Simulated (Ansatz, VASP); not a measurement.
This is a calculation of GaSb for VASP 6.6.1.

The input INCAR:

```
SYSTEM = GaSb
AGGAC = 1.0
AGGAX = 1.0
ALDAC = 0.0
ALDAX = 1.0
ALGO = Normal
EDIFF = 1E-6
EDIFFG = -0.01
ENCUT = 600
GGA = B5
IBRION = 2
ISIF = 3
ISMEAR = -1
IVDW = 13
LASPH = .TRUE.
LCHARG = .FALSE.
LREAL = .FALSE.
LWAVE = .FALSE.
NELM = 60
NSW = 60
PREC = Accurate
SIGMA = 0.05
VDW_A1 = 0.44488865
VDW_A2 = 4.0933009
VDW_S6 = 1.0
VDW_S8 = 2.34076671
```

The input KPOINTS:

```
k-points
0
G
  8 8 8
  0 0 0
```

POSCAR

```
GaSb
1.0
    0.0000000000      3.0590000000      3.0590000000
    3.0590000000      0.0000000000      3.0590000000
    3.0590000000      3.0590000000      0.0000000000
Sb Ga
1 1
Direct
    0.7500000000      0.7500000000      0.7500000000
    0.0000000000      0.0000000000      0.0000000000
```

Potentials or basis: VASP PAW PBE potentials, release 64 (Sb, Ga_d).

Command:

```console
$ cat potpaw_PBE.64/Sb/POTCAR potpaw_PBE.64/Ga_d/POTCAR > POTCAR
$ mpirun -np 1 vasp_std > vasp.out
```

Question: Set up the same calculation for Ansatz 0.2.0. Potentials there: Ansatz PAW.

Answer: As run (the cutoff follows the program's own potentials):

File input.yaml:

```yaml
crystal:
  lattice:
    - [0.0, 3.059, 3.059]
    - [3.059, 0.0, 3.059]
    - [3.059, 3.059, 0.0]
  atoms:
    - { symbol: Sb, position: [0.75, 0.75, 0.75] }
    - { symbol: Ga, position: [0.0, 0.0, 0.0] }
hamiltonian:
  xc: blyp
  pseudopotentials: { kind: paw }
  dispersion: d4
kpoints:
  mp_grid: { grid: [8, 8, 8] }
scf:
  occupations: { method: fermi_dirac, width: 0.05 }
output:
  forces: true
  stress: true
  eigenvalues: true
relax:
  f_tol: 0.01
  max_steps: 40
  cell: { stress_tol: 0.05 }
```

Potentials or basis: Ansatz PAW.

The run is started by

```console
$ ansatz run input.yaml --threads 2 --pin off --max-ram 5632MiB --backend cpu --events-out ev --progress --plain --runs-dir out
```

Both were run:

|  | VASP | Ansatz | Ansatz less VASP |
| --- | --- | --- | --- |
| gap on the k mesh at the Fermi level, each at its own relaxed structure (eV) | none | none | - |
| relaxed volume (Å³/atom) | 28.97 | 28.84 | -0.126 |
| relaxed cell length with the largest relative difference (Å) | 4.343 | 4.337 | -0.0063 |

VASP's potentials were made for PBE, not for BLYP. A gap of «none» marks a metal or a gap that the smearing closes. VASP's potentials hold 18 valence electrons a cell and Ansatz's 28, so a difference there can come from the potentials and not from the codes.

Spin-orbit coupling is off throughout. Noted on Ansatz's run: the plane-wave basis is chosen anew once the cell has moved, so the energies of steps on either side of that aren't comparable.
